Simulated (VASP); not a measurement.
Write the native input for VASP 6.6.1 that does the following.

* Task: single point
* Functional: LDA
* Potentials or basis: VASP PAW LDA potentials, release 64 (Hf_pv)
* Cutoff: 520 eV
* k mesh: 10 × 10 × 10
* Occupations: fermi-dirac, width 0.1 eV
* Spin: no spin polarisation
* Dipole correction: no
* Further INCAR settings: ALGO = Normal; EDIFF = 1e-06; NBANDS = 17

The structure of Hf lies in POSCAR:

```
Hf
1.0
    0.0000000000      3.1128363335      3.1128363335
    3.1128363335      0.0000000000      3.1128363335
    3.1128363335      3.1128363335      0.0000000000
Hf
2
Direct
    0.1250000000      0.1250000000      0.1250000000
    0.8750000000      0.8750000000      0.8750000000
```

The input as run:

INCAR

```
SYSTEM = Hf
ALGO = Normal
EDIFF = 1E-6
ENCUT = 520
GGA = CA
ISIF = 2
ISMEAR = -1
LASPH = .True.
LCHARG = .True.
LELF = .True.
LREAL = .False.
LVHAR = .True.
LWAVE = .False.
NBANDS = 17
NELM = 60
PREC = Accurate
SIGMA = 0.1
```

KPOINTS

```
k-points
0
Gamma
  10 10 10
  0 0 0
```

Potentials or basis: VASP PAW LDA potentials, release 64 (Hf_pv).

Run with:

```console
$ cat potpaw_LDA.64/Hf_pv/POTCAR > POTCAR
$ mpirun -np 1 vasp_std > vasp.out
```

Results of the run:

The pressure is -0.2 GPa. The band gap on the k mesh is zero (band 10 reaches 2.48 eV, above the bottom of band 11 at 1.88 eV).

Caveat: spin-orbit coupling is left out, which moves the levels of the heavy elements.

Wall time 27 s on 1 thread of Intel(R) Xeon(R) 6975P-C (Granite Rapids), on a shared host, peak memory 0.18 GiB.
